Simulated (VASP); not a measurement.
A run of VASP 6.6.1:

INCAR

```
SYSTEM = Ti
PREC = Accurate
ENCUT = 520
EDIFF = 1E-8
ISMEAR = -1
SIGMA = 0.05
LREAL = .False.
LASPH = .True.
NELM = 60
ALGO = Normal
ISIF = 2
LWAVE = .False.
LCHARG = .False.
GGA = PS
LEFG = .True.
NBANDS = 12
```

The input KPOINTS:

```
Automatic mesh
0
Gamma
  14 14 14
  0 0 0
```

Contents of POSCAR:

```
Ti
1.0
   -1.6464518673      1.6464518673      1.6464518673
    1.6464518673     -1.6464518673      1.6464518673
    1.6464518673      1.6464518673     -1.6464518673
Ti
1
Direct
    0.0000000000      0.0000000000      0.0000000000
```

Potentials or basis: VASP PAW PBE potentials, release 64 (Ti_sv).

Launch:

```bash
$ cat potpaw_PBE.64/Ti_sv/POTCAR > POTCAR
$ mpirun -np 1 vasp_std > vasp.out
```

Hardware: 1 thread of Intel(R) Xeon(R) Platinum 8488C (Sapphire Rapids), with other jobs on the host.

Problem. How long does it take, and how much memory?

Solution. Run time: 13 s on 1 thread of Intel(R) Xeon(R) Platinum 8488C (Sapphire Rapids), on a shared host, peak memory 0.14 GiB. Counts: scf iterations 16, k points 104.
